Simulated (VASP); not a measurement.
# GaO (P4/mmm) in VASP: a series of runs

The runs below take GaO through single point, relaxation of cell and atoms, with PBE.

All numbers are computed with VASP 6.6.1; they aren't measurements. Logs are shortened: lines on timing, memory, paths and dates and some standing lists are left out, and cuts for length are marked.

## (1) The cell of the first run

The structure is tetragonal, space group P4/mmm (No. 123). Conventional cell: a = 2.750 Å, b = 2.750 Å, c = 3.371 Å, α = 90.00°, β = 90.00°, γ = 90.00°. Ga (site symmetry 4/mmm) has 8 O at 2.57 Å and 6 Ga at 2.75 to 3.37 Å within 3.4 Å. Within 3.4 Å of O (site symmetry 4/mmm) lie 8 Ga at 2.57 Å and 6 O at 2.75 to 3.37 Å.

## (2) Single point, PBE

Contents of INCAR:

```
  PREC = Accurate
  ENCUT = 520
  EDIFF = 1E-6
  ISMEAR = 0
  SIGMA = 0.1
  LREAL = F
  LASPH = T
  NELM = 60
  ALGO = Normal
  ISIF = 2
  LWAVE = F
  LCHARG = T
  GGA = PE
  LELF = T
  LVHAR = T
  NBANDS = 16
```

Contents of KPOINTS:

```
Automatic mesh
0
Gamma
  6 6 6
```

Contents of POSCAR:

```
GaO
1.0
    2.7501261100      0.0000000000      0.0000000000
    0.0000000000      2.7501261100      0.0000000000
    0.0000000000      0.0000000000      3.3710823300
Ga O
1 1
Direct
    0.5000000000      0.5000000000      0.5000000000
    0.0000000000      0.0000000000      0.0000000000
```

Potentials or basis: VASP PAW PBE potentials, release 64 (Ga_d, O).

On the command line:

```console
cat potpaw_PBE.64/Ga_d/POTCAR potpaw_PBE.64/O/POTCAR > POTCAR
mpirun -np 1 vasp_std > vasp.out
```

OUTCAR:

```text
PREC = Accurate
   ENCUT = 520
   EDIFF = 1E-6
   ISMEAR = 0
   LREAL = F
   LASPH = T
   NELM = 60
   ISIF = 2
   GGA = PE

 ion  position               nearest neighbor table
   1  0.500  0.500  0.500-
   2  0.000  0.000  0.000-

  LATTYP: Found a simple tetragonal cell.
 ALAT       =     2.7501261100
 C/A-ratio  =     1.2257919074

  Lattice vectors:

 A1 = (   2.7501261100,   0.0000000000,   0.0000000000)
 A2 = (   0.0000000000,   2.7501261100,   0.0000000000)
 A3 = (   0.0000000000,   0.0000000000,   3.3710823300)

Analysis of symmetry for initial positions (statically):
=====================================================================
 Subroutine PRICEL returns:
 Original cell was already a primitive cell.

 Routine SETGRP: Setting up the symmetry group for a
 simple tetragonal supercell.

 Subroutine GETGRP returns: Found 16 space group operations
 (whereof 16 operations were pure point group operations)
 out of a pool of 16 trial point group operations.

The static configuration has the point symmetry D_4h.

Analysis of symmetry for dynamics (positions and initial velocities):
=====================================================================
 Subroutine PRICEL returns:
 Original cell was already a primitive cell.

 Routine SETGRP: Setting up the symmetry group for a
 simple tetragonal supercell.

 Subroutine GETGRP returns: Found 16 space group operations
 (whereof 16 operations were pure point group operations)
 out of a pool of 16 trial point group operations.

The dynamic configuration has the point symmetry D_4h.

 Subroutine INISYM returns: Found 16 space group operations
 (whereof 16 operations are pure point group operations),
 and found     1 'primitive' translations

----------------------------------------------------------------------------------------

                                     Primitive cell

  volume of cell :      25.4961

  direct lattice vectors                    reciprocal lattice vectors
     2.750126110  0.000000000  0.000000000     0.363619689  0.000000000  0.000000000
     0.000000000  2.750126110  0.000000000     0.000000000  0.363619689  0.000000000
     0.000000000  0.000000000  3.371082330     0.000000000  0.000000000  0.296640634

  length of vectors
     2.750126110  2.750126110  3.371082330     0.363619689  0.363619689  0.296640634

  position of ions in fractional coordinates (direct lattice)
     0.500000000  0.500000000  0.500000000
[... 77 lines left out ...]
   NELM   =     60;   NELMIN=  2; NELMDL= -5     # of ELM steps
   EDIFF  = 0.1E-05   stopping-criterion for ELM
   LREAL  =      F    real-space projection
   EDIFFG = 0.1E-04   stopping-criterion for IOM
   NSW    =      0    number of steps for IOM
   IBRION =     -1    ionic relax: 0-MD 1-quasi-New 2-CG
   NFREE  =      0    steps in history (QN), initial steepest desc. (CG)
   ISIF   =      2    stress and relaxation
   ISYM   =      2    0-nonsym 1-usesym 2-fastsym
   POTIM  = 0.5000    time-step for ionic-motion
   TEBEG  =    0.0;   TEEND  =   0.0 temperature during run
   PSTRESS=    0.0 pullay stress
   NELECT =      19.0000    total number of electrons
   NUPDOWN=      -1.0000    fix difference up-down
   EMIN   =  10.00;   EMAX   =-10.00  energy-range for DOS
   EFERMI =   0.00;   METHOD = LEGACY
   ISMEAR =     0;   SIGMA  =   0.10  broadening in eV -4-tet -1-fermi 0-gaus
   EFERMI_NEDOS =   21; number of points for ismear=-14 and -15
   IALGO  =     38    algorithm
   IMIX   =      4    mixing-type and parameters
     AMIX     =   0.40;   BMIX     =  1.00
     AMIX_MAG =   1.60;   BMIX_MAG =  1.00
  volume/ion in A,a.u.               =      12.75        86.03
  Fermi-wavevector in a.u.,A,eV,Ry     =   1.484230  2.804788 29.972796  2.202938
  Thomas-Fermi vector in A             =   2.597793
   LORBIT       =      0    0 simple, 1 ext, 2 COOP (PROOUT), +10 PAW based schemes
   GGA     = PE    functional components
   LHFCALC =     F    Hartree Fock is set to
   AEXX    =    0.0000 exact exchange contribution
   IVDW    =     0    specifies the selected vdW correction
   LEPSILON=     F    determine dielectric tensor
   LRPA    =     F    only Hartree local field effects (RPA)
 non-spin polarized calculation
 Gauss-broadening in eV      SIGMA  =   0.10
  energy-cutoff  :      520.00
  volume of cell :       25.50
 maximum number of plane-waves:       700
   NGX = 11   NGY = 11   NGZ = 13

 number of electron      19.0000003 magnetization

 Free energy of the ion-electron system (eV)
  ---------------------------------------------------
  ext. energy  EPLUGINS =         0.00000000
  ---------------------------------------------------
  free energy    TOTEN  =        -8.17471640 eV

  energy without entropy =       -8.16544556  energy(sigma->0) =       -8.17008098

 E-fermi :   4.5230     XC(G=0): -11.4474

 val. band max:        4.4799908352   @ k =   0.3333   0.0000   0.1667
 cond. band min:       4.5347035928   @ k =   0.5000   0.5000   0.1667
 fundamental gap:      0.0547127576
 Fermi energy:         4.5230139223

 k-point     1 :       0.0000    0.0000    0.0000
  band No.  band energies     occupation
      1     -13.4128      2.00000
      2     -10.4126      2.00000
      3     -10.2373      2.00000
      4      -9.9682      2.00000
      5      -9.9682      2.00000
      6      -9.9464      2.00000
[... 433 lines left out ...]
      3     -10.0725      2.00000
      4      -9.9667      2.00000
      5      -9.9290      2.00000
      6      -9.9205      2.00000
[... 8 lines left out ...]
     15      23.4512      0.00000
     16      23.7312      0.00000

 [... further k-points ...]

------------------------ aborting loop because EDIFF is reached ----------------------------------------

  FORCE on cell =-STRESS in cart. coord.  units (eV):
  Direction    XX          YY          ZZ          XY          YZ          ZX
  --------------------------------------------------------------------------------------
  -------------------------------------------------------------------------------------
  Total        0.2871827      0.2871827     -5.3131788      0.0000000     -0.0000000      0.0000000
  in kB       18.0465541     18.0465541   -333.8800239      0.0000000     -0.0000000      0.0000000
  external PRESSURE =     -99.2623053 kB  Pullay stress =       0.0000000 kB

 VOLUME and BASIS-vectors are now :
 -----------------------------------------------------------------------------
  energy-cutoff  :      520.00
  volume of cell :       25.50
      direct lattice vectors                 reciprocal lattice vectors
     2.750126110  0.000000000  0.000000000     0.363619689  0.000000000  0.000000000
     0.000000000  2.750126110  0.000000000     0.000000000  0.363619689  0.000000000
     0.000000000  0.000000000  3.371082330     0.000000000  0.000000000  0.296640634

 POSITION                                       TOTAL-FORCE (eV/Angst)
 -----------------------------------------------------------------------------------
      1.37506      1.37506      1.68554         0.000000      0.000000      0.000000
      0.00000      0.00000      0.00000         0.000000      0.000000      0.000000
 -----------------------------------------------------------------------------------
    total drift:                               -0.000000      0.000000      0.000000

  FREE ENERGIE OF THE ION-ELECTRON SYSTEM (eV)
  ---------------------------------------------------
  free  energy   TOTEN  =        -8.1747163998 eV

  energy  without entropy=       -8.1654455591  energy(sigma->0) =       -8.17008098
```

OSZICAR:

```text
N       E                     dE             d eps       ncg     rms          rms(c)
DAV:   1     0.957353585461E+02    0.95735E+02   -0.90255E+03  1320   0.197E+03
DAV:   2    -0.367057088637E+01   -0.99406E+02   -0.93580E+02  1488   0.350E+02
DAV:   3    -0.973800215584E+01   -0.60674E+01   -0.60258E+01  1448   0.690E+01
DAV:   4    -0.979903041163E+01   -0.61028E-01   -0.61024E-01  1584   0.753E+00
DAV:   5    -0.979972239598E+01   -0.69198E-03   -0.69198E-03  1480   0.729E-01    0.731E+00
DAV:   6    -0.853483097697E+01    0.12649E+01   -0.69167E+00  1752   0.266E+01    0.473E+00
DAV:   7    -0.819944512789E+01    0.33539E+00   -0.10334E+00  1592   0.120E+01    0.122E+00
DAV:   8    -0.818972900774E+01    0.97161E-02   -0.23363E-01  1432   0.425E+00    0.817E-01
DAV:   9    -0.817503793043E+01    0.14691E-01   -0.19272E-02  1432   0.168E+00    0.169E-01
DAV:  10    -0.817474336649E+01    0.29456E-03   -0.16998E-03  1512   0.350E-01    0.451E-02
DAV:  11    -0.817473394997E+01    0.94165E-05   -0.23230E-04  1760   0.127E-01    0.373E-02
DAV:  12    -0.817471637022E+01    0.17580E-04   -0.79153E-05  1520   0.756E-02    0.668E-03
DAV:  13    -0.817471639983E+01   -0.29615E-07   -0.58805E-06  1512   0.264E-02
   1 F= -.81747164E+01 E0= -.81700810E+01  d E =-.927084E-02
```

stdout:

```text
POSCAR found type information on POSCAR GaO
 POSCAR found :  2 types and       2 ions
 scaLAPACK will be used
 LDA part: xc-table for (Slater+PW92), standard interpolation
 POSCAR, INCAR and KPOINTS ok, starting setup
 FFT: planning ... GRIDC
 FFT: planning ... GRID_SOFT
 FFT: planning ... GRID
 WAVECAR not read
 entering main loop
```

It took 8.3 s on 1 thread of Intel Xeon 6975P-C (Granite Rapids), shared host; peak memory 0.14 GiB.

What came out:

```yaml
Free_energy: -8.1747 eV
Pressure: -9.9 GPa
```

Stress tensor (GPa, compression positive):
```
  1.80   0.00   0.00
  0.00   1.80   0.00
  0.00   0.00 -33.39
```

Caveat: the k points lie up to 0.38 Å⁻¹ apart; an odd number of electrons without spin polarisation forces a metal; a magnetic or distorted state may lie lower.

## (3) Relaxation of cell and atoms, PBE

Contents of INCAR:

```
SYSTEM = GaO
PREC     = Accurate       ! precision mode
ENCUT    = 600            ! plane-wave cutoff, eV
EDIFF    = 1E-6           ! SCF threshold, eV
ISMEAR   = 0              ! smearing method
SIGMA    = 0.1            ! smearing width, eV
LREAL    = .False.        ! projectors in reciprocal space
LASPH    = .True.         ! aspherical terms in the spheres
NELM     = 100            ! most SCF steps
ALGO     = Normal         ! electronic algorithm
ISIF     = 3              ! what is computed and relaxed
LWAVE    = .False.        ! write WAVECAR
LCHARG   = .False.        ! write CHGCAR
GGA      = PE             ! functional
IBRION   = 2              ! ionic algorithm
NSW      = 90             ! ionic steps
EDIFFG   = -0.04          ! ionic threshold
```

Contents of KPOINTS:

```
regular mesh
0
Gamma
  6 6 6
  0 0 0
```

POSCAR is that of step 2.

Potentials or basis: VASP PAW PBE potentials, release 64 (Ga_d, O).

On the command line:

```console
cat potpaw_PBE.64/Ga_d/POTCAR potpaw_PBE.64/O/POTCAR > POTCAR
mpirun -np 1 vasp_std > vasp.out
```

It took 29 s on 1 thread of Intel Xeon 6975P-C (Granite Rapids), shared host; peak memory 0.16 GiB.

The run converged. Its results:

```
Free energy                            : -8.6444 eV
Relaxed volume                         : 11.41 Å³/atom
Relaxed cell                           : a = 2.832 Å, b = 2.832 Å, c = 2.845 Å, α = 90.00°, β = 90.00°, γ = 90.00°
Space group after relaxing (to 0.05 Å) : Pm-3m (No. 221)
Energy gained by relaxing              : 234.3 meV/atom
Ionic steps                            : 6
Pressure after relaxing                : -0.2 GPa
```

Stress tensor (GPa, compression positive):
```
-0.05  0.00  0.00
 0.00 -0.05  0.00
 0.00  0.00 -0.54
```

The path:
| step | energy change (eV) | largest force (eV/Å) | pressure (GPa) | volume (Å³) |
| --- | --- | --- | --- | --- |
| 1 | 0.0000 | 0.0000 | -10.06 | 25.50 |
| 2 | -0.4342 | 0.0000 | 1.95 | 22.50 |
| 3 | -0.4487 | 0.0000 | 5.74 | 21.81 |
| 4 | -0.4500 | 0.0000 | 4.63 | 21.96 |
| 5 | -0.4686 | 0.0000 | -0.49 | 22.87 |
| 6 | -0.4687 | 0.0000 | -0.21 | 22.82 |

Final structure:
```cif
data_structure
_symmetry_space_group_name_H-M 'P 1'
_symmetry_Int_Tables_number 1
_cell_length_a 2.8318
_cell_length_b 2.8318
_cell_length_c 2.8455
_cell_angle_alpha 90.000
_cell_angle_beta 90.000
_cell_angle_gamma 90.000
_cell_volume 22.82
loop_
_atom_site_label
_atom_site_type_symbol
_atom_site_fract_x
_atom_site_fract_y
_atom_site_fract_z
_atom_site_occupancy
Ga1 Ga 0.50000 0.50000 0.50000 1
O1 O 0.00000 0.00000 0.00000 1
```

Levels at points of the mesh, in eV from the Fermi level:
```tsv
k point	band 6	band 7	band 8	band 9	band 10	band 11	band 12	band 13
(0.00, 0.00, 0.00)	-14.79	-5.38	-3.00	-2.94	-2.94	9.87	9.97	11.17
(0.50, 0.00, 0.00)	-14.79	-8.87	-2.22	-2.18	0.96	1.90	10.00	10.17
(0.50, 0.50, 0.00)	-14.64	-6.23	-6.23	-2.63	-2.01	5.59	5.59	11.22
(0.00, 0.00, 0.50)	-14.78	-8.91	-2.19	-2.19	1.01	1.89	10.11	10.11
(0.50, 0.00, 0.50)	-14.64	-6.25	-6.25	-2.71	-1.97	5.59	5.66	11.30
(0.50, 0.50, 0.50)	-14.69	-4.13	-4.13	-4.12	1.65	1.65	1.71	1.96
```

Caveat: the k points lie up to 0.37 Å⁻¹ apart in the final cell; an odd number of electrons without spin polarisation forces a metal; a magnetic or distorted state may lie lower.

[end of part 1 of 2]
